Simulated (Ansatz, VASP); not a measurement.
# AlNi: VASP beside Ansatz

```
CELL_PARAMETERS angstrom
2.83425 0.00000 0.00000
0.00000 2.83425 0.00000
0.00000 0.00000 2.83425
ATOMIC_POSITIONS crystal
Al 0.00000 0.00000 0.00000
Ni 0.50000 0.50000 0.50000
```

Alike in both runs: task single point; functional r2SCAN; k mesh 14 × 14 × 14; occupations gaussian, width 0.1 eV; no spin polarisation.

|  | VASP | Ansatz |
| --- | --- | --- |
| version | VASP 6.6.1 | Ansatz 0.2.0 |
| potentials or method | VASP PAW PBE potentials, release 64 (Al, Ni), cutoff 520 eV | scalar-relativistic, plane waves, PAW |
| valence electrons in the cell | 13 | 21 |

VASP gave:

| Property | Result |
| --- | --- |
| gap on the k mesh at the Fermi level (eV) | none |
| pressure (GPa) | 5.5 |

What did Ansatz give for the same quantities?

gap on the k mesh at the Fermi level (eV): none; pressure (GPa): 5.8.

VASP's potentials were made for PBE, not for r2SCAN. A gap of «none» marks a metal or a gap that the smearing closes. The functional is the same, so the differences come from potentials, cutoffs and numerics. VASP's potentials hold 13 valence electrons a cell and Ansatz's 21, so a difference there can come from the potentials and not from the codes.
